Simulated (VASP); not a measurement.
# CoO (Fm-3m) in VASP: further runs

CoO is run at these levels: PBE; tasks: single point.

Program: VASP 6.6.1. These are calculated values, not measurements. Logs are shortened: lines on timing, memory, paths and dates and some standing lists are left out, and cuts for length are marked.

## 1. The cell of the first run

The structure is cubic, space group Fm-3m (No. 225). Conventional cell: a = 4.176 Å, b = 4.176 Å, c = 4.176 Å, α = 90.00°, β = 90.00°, γ = 90.00°. Co (site symmetry m-3m) has 6 O at 2.09 Å within 2.8 Å. O (site symmetry m-3m) has 6 Co at 2.09 Å within 2.8 Å.

## 2. Single point, PBE, collinear spin, ferromagnetic start

File INCAR:

```
ALGO = Normal
EDIFF = 1E-7
ENCUT = 520
GGA = PE
ISIF = 2
ISMEAR = -1
ISPIN = 2
LASPH = True
LCHARG = False
LMAXMIX = 4
LORBIT = 11
LREAL = False
LWAVE = False
MAGMOM = 2 0
NBANDS = 18
NELM = 150
PREC = Accurate
SIGMA = 0.05
```

File KPOINTS:

```
k-points
0
Gamma
  11 11 11
```

File POSCAR:

```
CoO
1.0
    0.0000000000      2.0879894168      2.0879894168
    2.0879894168      0.0000000000      2.0879894168
    2.0879894168      2.0879894168      0.0000000000
Co O
1 1
Direct
    0.0000000000      0.0000000000      0.0000000000
    0.5000000000      0.5000000000      0.5000000000
```

Potentials or basis: VASP PAW PBE potentials, release 64 (Co, O).

Command:

```sh
$ cat potpaw_PBE.64/Co/POTCAR potpaw_PBE.64/O/POTCAR > POTCAR
$ mpirun -np 1 vasp_std > vasp.out
```

OUTCAR:

```text
EDIFF = 1E-7
   ENCUT = 520
   GGA = PE
   ISIF = 2
   ISMEAR = -1
   ISPIN = 2
   LASPH = True
   LORBIT = 11
   LREAL = False
   NELM = 150
   PREC = Accurate

 ion  position               nearest neighbor table
   1  0.000  0.000  0.000-   2 2.09   2 2.09   2 2.09   2 2.09   2 2.09   2 2.09
   2  0.500  0.500  0.500-   1 2.09   1 2.09   1 2.09   1 2.09   1 2.09   1 2.09

  LATTYP: Found a face centered cubic cell.
 ALAT       =     4.1759788336

  Lattice vectors:

 A1 = (   0.0000000000,   2.0879894168,   2.0879894168)
 A2 = (   2.0879894168,   0.0000000000,   2.0879894168)
 A3 = (   2.0879894168,   2.0879894168,   0.0000000000)

Analysis of symmetry for initial positions (statically):
=====================================================================
 Subroutine PRICEL returns:
 Original cell was already a primitive cell.

 Routine SETGRP: Setting up the symmetry group for a
 face centered cubic supercell.

 Subroutine GETGRP returns: Found 48 space group operations
 (whereof 48 operations were pure point group operations)
 out of a pool of 48 trial point group operations.

The static configuration has the point symmetry O_h .

Analysis of symmetry for dynamics (positions and initial velocities):
=====================================================================
 Subroutine PRICEL returns:
 Original cell was already a primitive cell.

 Routine SETGRP: Setting up the symmetry group for a
 face centered cubic supercell.

 Subroutine GETGRP returns: Found 48 space group operations
 (whereof 48 operations were pure point group operations)
 out of a pool of 48 trial point group operations.

The dynamic configuration has the point symmetry O_h .

Analysis of structural, dynamic, and magnetic symmetry:
=====================================================================
 Subroutine PRICEL returns:
 Original cell was already a primitive cell.

 Routine SETGRP: Setting up the symmetry group for a
 face centered cubic supercell.

 Subroutine GETGRP returns: Found 48 space group operations
 (whereof 48 operations were pure point group operations)
 out of a pool of 48 trial point group operations.

The overall configuration has the point symmetry O_h .

 Subroutine INISYM returns: Found 48 space group operations
 (whereof 48 operations are pure point group operations),
 and found     1 'primitive' translations

----------------------------------------------------------------------------------------

                                     Primitive cell

  volume of cell :      18.2060

  direct lattice vectors                    reciprocal lattice vectors
     0.000000000  2.087989417  2.087989417    -0.239464815  0.239464815  0.239464815
     2.087989417  0.000000000  2.087989417     0.239464815 -0.239464815  0.239464815
     2.087989417  2.087989417  0.000000000     0.239464815  0.239464815 -0.239464815

  length of vectors
     2.952862951  2.952862951  2.952862951     0.414765227  0.414765227  0.414765227

  position of ions in fractional coordinates (direct lattice)
     0.000000000  0.000000000  0.000000000
     0.500000000  0.500000000  0.500000000

  ion indices of the primitive-cell ions
   primitive index   ion index
                 1           1
                 2           2

----------------------------------------------------------------------------------------

 KPOINTS: k-points

Automatic generation of k-mesh.
 Grid dimensions read from file:
 generate k-points for:   11   11   11

 Generating k-lattice:

  Cartesian coordinates                     Fractional coordinates (reciprocal lattice)
    -0.021769529  0.021769529  0.021769529     0.090909091  0.000000000  0.000000000
     0.021769529 -0.021769529  0.021769529     0.000000000  0.090909091  0.000000000
     0.021769529  0.021769529 -0.021769529     0.000000000  0.000000000  0.090909091

  Length of vectors
     0.037705930  0.037705930  0.037705930

  Shift w.r.t. Gamma in fractional coordinates (k-lattice)
     0.000000000  0.000000000  0.000000000

 Subroutine IBZKPT returns following result:
 ===========================================

 Found     56 irreducible k-points:

 Following reciprocal coordinates:
            Coordinates               Weight
  0.000000  0.000000  0.000000      1.000000
  0.090909  0.000000  0.000000      8.000000
  0.181818  0.000000  0.000000      8.000000
  0.272727  0.000000  0.000000      8.000000
  0.363636  0.000000  0.000000      8.000000
  0.454545  0.000000  0.000000      8.000000
[... 16 lines left out ...]
 -0.272727  0.181818  0.000000     24.000000
 -0.181818  0.181818  0.000000     12.000000
 [... further k-points ...]
   k-points           NKPTS =     56   k-points in BZ     NKDIM =     56   number of bands    NBANDS=     18
   number of dos      NEDOS =    301   number of ions     NIONS =      2
   total plane-waves  NPLWV =  13824
   dimension x,y,z NGX =    24 NGY =   24 NGZ =   24
   dimension x,y,z NGXF=    48 NGYF=   48 NGZF=   48
   ions per type =               1   1
   NGX,Y,Z   is equivalent  to a cutoff of  13.51, 13.51, 13.51 a.u.
   NGXF,Y,Z  is equivalent  to a cutoff of  27.02, 27.02, 27.02 a.u.
 SYSTEM =  unknown system
   PREC   = accura    normal or accurate (medium, high low for compatibility)
   ISTART =      0    job   : 0-new  1-cont  2-samecut
   ICHARG =      2    charge: 1-file 2-atom 10-const
   ISPIN  =      2    spin polarized calculation?
   LNONCOLLINEAR =      F non collinear calculations
   LSORBIT =      F    spin-orbit coupling
   LASPH  =      T    aspherical Exc in radial PAW
   ENCUT  =  520.0 eV  38.22 Ry    6.18 a.u.   5.49  5.49  5.49*2*pi/ulx,y,z
   NELM   =    150;   NELMIN=  2; NELMDL= -5     # of ELM steps
   EDIFF  = 0.1E-06   stopping-criterion for ELM
   LREAL  =      F    real-space projection
   EDIFFG = 0.1E-05   stopping-criterion for IOM
   NSW    =      0    number of steps for IOM
   IBRION =     -1    ionic relax: 0-MD 1-quasi-New 2-CG
   NFREE  =      0    steps in history (QN), initial steepest desc. (CG)
   ISIF   =      2    stress and relaxation
   ISYM   =      2    0-nonsym 1-usesym 2-fastsym
   POTIM  = 0.5000    time-step for ionic-motion
   TEBEG  =    0.0;   TEEND  =   0.0 temperature during run
   PSTRESS=    0.0 pullay stress
   NELECT =      15.0000    total number of electrons
   NUPDOWN=      -1.0000    fix difference up-down
   EMIN   =  10.00;   EMAX   =-10.00  energy-range for DOS
   EFERMI =   0.00;   METHOD = LEGACY
   ISMEAR =    -1;   SIGMA  =   0.05  broadening in eV -4-tet -1-fermi 0-gaus
   EFERMI_NEDOS =   21; number of points for ismear=-14 and -15
   IALGO  =     38    algorithm
   IMIX   =      4    mixing-type and parameters
     AMIX     =   0.40;   BMIX     =  1.00
     AMIX_MAG =   1.60;   BMIX_MAG =  1.00
  volume/ion in A,a.u.               =       9.10        61.43
  Fermi-wavevector in a.u.,A,eV,Ry     =   1.534736  2.900230 32.047353  2.355414
  Thomas-Fermi vector in A             =   2.641622
   LORBIT       =     11    0 simple, 1 ext, 2 COOP (PROOUT), +10 PAW based schemes
   GGA     = PE    functional components
   LHFCALC =     F    Hartree Fock is set to
   AEXX    =    0.0000 exact exchange contribution
   IVDW    =     0    specifies the selected vdW correction
   LEPSILON=     F    determine dielectric tensor
   LRPA    =     F    only Hartree local field effects (RPA)
 spin polarized calculation
  energy-cutoff  :      520.00
  volume of cell :       18.21
 maximum number of plane-waves:       531
 NGX is ok and might be reduce to    24
   NGX = 11   NGY = 11   NGZ = 11

 number of electron      14.9999997 magnetization       2.7208087

 Free energy of the ion-electron system (eV)
  ---------------------------------------------------
  ext. energy  EPLUGINS =         0.00000000
  ---------------------------------------------------
  free energy    TOTEN  =       -13.03995837 eV

  energy without entropy =      -13.00424518  energy(sigma->0) =      -13.02210177

 E-fermi :   8.7688     XC(G=0): -12.7543

 val. band max:        8.7654396434   @ k =   0.4545   0.2727   0.0909
 cond. band min:       8.7700623250   @ k =  -0.3636   0.4545   0.0909
 fundamental gap:      0.0046226816
 Fermi energy:         8.7688434995

 spin component 1

 k-point     1 :       0.0000    0.0000    0.0000
  band No.  band energies     occupation
      1     -11.9931      1.00000
      2       5.3795      1.00000
      3       5.3795      1.00000
      4       5.3795      1.00000
      5       5.5490      1.00000
      6       5.5490      1.00000
[... 10 lines left out ...]
     17      31.3329      0.00000
     18      34.4865      0.00000

 k-point     2 :       0.0909    0.0000    0.0000
  band No.  band energies     occupation
      1     -11.8982      1.00000
      2       4.5263      1.00000
      3       4.5684      1.00000
      4       4.5684      1.00000
      5       5.7466      1.00000
      6       5.7466      1.00000
[... 10 lines left out ...]
     17      32.3511      0.00000
     18      35.9612      0.00000

 k-point     3 :       0.1818    0.0000    0.0000
  band No.  band energies     occupation
      1     -11.6333      1.00000
      2       3.1866      1.00000
      3       3.7744      1.00000
      4       3.7744      1.00000
      5       5.9183      1.00000
      6       5.9183      1.00000
[... 412 lines left out ...]
 k-point    23 :      -0.2727    0.1818    0.0000
  band No.  band energies     occupation
      1     -10.8534      1.00000
      2       1.1238      1.00000
      3       2.6108      1.00000
      4       2.9282      1.00000
      5       6.2600      1.00000
      6       6.2772      1.00000
[... 10 lines left out ...]
     17      37.3717      0.00000
     18      39.3042      0.00000

 k-point    24 :      -0.1818    0.1818    0.0000
  band No.  band energies     occupation
      1     -11.1650      1.00000
      2       1.7374      1.00000
      3       2.8776      1.00000
      4       3.4788      1.00000
      5       6.0757      1.00000
      6       6.1358      1.00000
[... 10 lines left out ...]
     17      37.5455      0.00000
     18      39.2845      0.00000

 [... further k-points ...]

 spin component 2

 k-point     1 :       0.0000    0.0000    0.0000
  band No.  band energies     occupation
      1     -11.5557      1.00000
      2       5.8702      1.00000
      3       5.8702      1.00000
      4       5.8702      1.00000
      5       7.5319      1.00000
      6       7.5320      1.00000
[... 10 lines left out ...]
     17      32.2585      0.00000
     18      35.3005      0.00000

 k-point     2 :       0.0909    0.0000    0.0000
  band No.  band energies     occupation
      1     -11.4589      1.00000
      2       5.1485      1.00000
      3       5.5571      1.00000
      4       5.5571      1.00000
      5       7.6453      1.00000
      6       7.6454      1.00000
[... 10 lines left out ...]
     17      33.1514      0.00000
     18      36.8133      0.00000

 k-point     3 :       0.1818    0.0000    0.0000
  band No.  band energies     occupation
      1     -11.1886      1.00000
      2       3.7818      1.00000
      3       4.9458      1.00000
      4       4.9459      1.00000
      5       7.8806      1.00000
      6       7.8806      1.00000
[... 412 lines left out ...]
 k-point    23 :      -0.2727    0.1818    0.0000
  band No.  band energies     occupation
      1     -10.3841      1.00000
      2       1.7408      1.00000
      3       3.6688      1.00000
      4       3.8931      1.00000
      5       8.2054      0.99999
      6       8.5608      0.98463
[... 10 lines left out ...]
     17      37.8359      0.00000
     18      39.9098      0.00000

 k-point    24 :      -0.1818    0.1818    0.0000
  band No.  band energies     occupation
      1     -10.7069      1.00000
      2       2.4109      1.00000
      3       4.1823      1.00000
      4       4.1899      1.00000
      5       7.9777      1.00000
      6       8.4302      0.99886
[... 10 lines left out ...]
     17      38.1498      0.00000
     18      39.8813      0.00000

 [... further k-points ...]

------------------------ aborting loop because EDIFF is reached ----------------------------------------

  FORCE on cell =-STRESS in cart. coord.  units (eV):
  Direction    XX          YY          ZZ          XY          YZ          ZX
  --------------------------------------------------------------------------------------
  -------------------------------------------------------------------------------------
  Total        0.9818965      0.9818965      0.9818965      0.0000000      0.0000000      0.0000000
  in kB       86.4094848     86.4094848     86.4094848      0.0000000      0.0000000      0.0000000
  external PRESSURE =      86.4094848 kB  Pullay stress =       0.0000000 kB

 VOLUME and BASIS-vectors are now :
 -----------------------------------------------------------------------------
  energy-cutoff  :      520.00
  volume of cell :       18.21
      direct lattice vectors                 reciprocal lattice vectors
     0.000000000  2.087989417  2.087989417    -0.239464815  0.239464815  0.239464815
     2.087989417  0.000000000  2.087989417     0.239464815 -0.239464815  0.239464815
     2.087989417  2.087989417  0.000000000     0.239464815  0.239464815 -0.239464815

 POSITION                                       TOTAL-FORCE (eV/Angst)
 -----------------------------------------------------------------------------------
      0.00000      0.00000      0.00000        -0.000000      0.000000      0.000000
      2.08799      2.08799      2.08799         0.000000      0.000000      0.000000
 -----------------------------------------------------------------------------------
    total drift:                                0.000000     -0.000000     -0.000000

  FREE ENERGIE OF THE ION-ELECTRON SYSTEM (eV)
  ---------------------------------------------------
  free  energy   TOTEN  =       -13.0399583668 eV

  energy  without entropy=      -13.0042451784  energy(sigma->0) =      -13.02210177

 total charge

# of ion       s       p       d       tot
------------------------------------------
    1        0.310   0.396   7.201   7.907
    2        1.557   3.448   0.000   5.005
--------------------------------------------------
tot          1.868   3.844   7.201  12.912

 magnetization (x)

# of ion       s       p       d       tot
------------------------------------------
    1        0.021   0.019   2.381   2.421
    2        0.030   0.226   0.000   0.256
--------------------------------------------------
tot          0.051   0.245   2.381   2.677
```

Run time: 16 s. Hardware: 1 thread of Intel Xeon 6975P-C (Granite Rapids), shared host; peak memory 0.16 GiB.

Results:

```yaml
Free_energy: -13.0400 eV
Pressure: 8.6 GPa
Net_moment: 2.72 μB per cell
Site_moments: Co +2.42; O +0.26 μB
Valence_electrons_inside_the_program's_atomic_spheres: Co 7.91; O 5.00
```

Levels at points of the mesh, in eV from the Fermi level:
Spin up:
| k point | band 6 | band 7 | band 8 | band 9 | band 10 | band 11 | band 12 | band 13 |
| --- | --- | --- | --- | --- | --- | --- | --- | --- |
| (0.00, 0.00, 0.00) | -3.22 | -3.07 | -3.07 | -3.07 | 1.33 | 17.04 | 18.63 | 18.63 |
Spin down:
| k point | band 4 | band 5 | band 6 | band 7 | band 8 | band 9 |
| --- | --- | --- | --- | --- | --- | --- |
| (0.00, 0.00, 0.00) | -2.90 | -1.24 | -1.24 | -1.24 | -0.03 | -0.03 |

Caveat: a cell with one magnetic atom can't hold antiferromagnetic order, which such compounds often take; semilocal functionals often make such compounds metallic where correlation or magnetic order opens a gap, which also shifts bond lengths. With open d or f shells a metallic result of PBE can be an artefact of self-interaction; +U or a hybrid may open a gap.

(Part 1 of 3 ends here.)
